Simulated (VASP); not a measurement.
Here is a VASP 6.6.1 calculation.

File INCAR:

```
ALGO     = Fast           # electronic algorithm
EDIFF    = 1E-6           # SCF threshold, eV
ENCUT    = 520            # plane-wave cutoff, eV
ISIF     = 2              # what is computed and relaxed
ISMEAR   = 0              # smearing method
LASPH    = T              # aspherical terms in the spheres
LCHARG   = F              # write CHGCAR
LREAL    = F              # projectors in reciprocal space
LWAVE    = F              # write WAVECAR
NBANDS   = 10             # bands
NELM     = 60             # most SCF steps
PREC     = Accurate       # precision mode
SIGMA    = 0.15           # smearing width, eV
```

The input KPOINTS:

```
k-points
0
Gamma
  22 22 22
```

File POSCAR:

```
Ir
1.0
    0.0143977500      1.9197000000      1.9197000000
    1.9197000000      0.0143977500      1.9197000000
    1.9340977500      1.9340977500      0.0000000000
Ir
1
Direct
    0.0000000000      0.0000000000      0.0000000000
```

Potentials or basis: VASP PAW LDA potentials, release 64 (Ir).

Launch:

```sh
$ cat potpaw_LDA.64/Ir/POTCAR > POTCAR
$ mpirun -np 1 vasp_std > vasp.out
```

(1) Predict the band gap on the k mesh.

(2) What does it give for the pressure?

Results:

(1) zero (an odd number of electrons rules out a gap without spin polarisation).

(2) -6.0 GPa.

Caveat: the cell differs from its parent crystal (strain +0.0150 x Voigt [0, 0, 0, 0, 0, 1]); the cell stands under tension; spin-orbit coupling is left out, which moves the levels of the heavy elements.
